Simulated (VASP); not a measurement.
A run of VASP 6.6.1 is set up as follows.

The input INCAR:

```
SYSTEM = SiO2
PREC = Accurate
ENCUT = 520
EDIFF = 1E-8
ISMEAR = -1
SIGMA = 0.03
LREAL = .FALSE.
LASPH = .TRUE.
NELM = 80
ALGO = Normal
ISIF = 2
LWAVE = .FALSE.
LCHARG = .FALSE.
GGA = PE
LEFG = .TRUE.
NBANDS = 25
```

File KPOINTS:

```
Automatic mesh
0
G
  7 7 7
  0 0 0
```

POSCAR

```
SiO2
1.0
   -2.4452715000      2.4452715000      3.7440000000
    2.4452715000     -2.4452715000      3.7440000000
    2.4452715000      2.4452715000     -3.7440000000
Si O
2 4
Direct
    0.0000000000      0.0000000000      0.0000000000
    0.7500000000      0.2500000000      0.5000000000
    0.9983800000      0.6250000000      0.8733800000
    0.3750000000      0.2483800000      0.3733800000
    0.7516200000      0.1250000000      0.1266200000
    0.8750000000      0.0016200000      0.6266200000
```

Potentials or basis: VASP PAW PBE potentials, release 64 (Si, O).

The run is started by

```sh
$ cat potpaw_PBE.64/Si/POTCAR potpaw_PBE.64/O/POTCAR > POTCAR
$ mpirun -np 1 vasp_std > vasp.out
```

**Question.** What does it give for the band gap on the k mesh?

**Answer.** 5.66 eV.

**Question.** What does it give for the largest force?

**Answer.** 0.606 eV/Å.

**Question.** What does it give for the pressure?

**Answer.** -5.5 GPa.

Electric field gradients, principal values (V/Å²):
```
atom    least   middle  greatest (by size)
1 Si    1.209    1.210              -2.419
2 Si    1.209    1.210              -2.419
 3 O  -31.260  -62.768              94.027
 4 O  -31.260  -62.768              94.027
 5 O  -31.260  -62.763              94.023
 6 O  -31.260  -62.763              94.023
```

Caveat: the cell differs from its parent crystal (equal xx and yy strain of +3 %); the cell stands under tension; without QUAD_EFG the Cq values of the log hold for a quadrupole moment of 1 mb, not for the nuclei; an odd mesh through Γ misses points on the zone boundary, where band edges can lie.
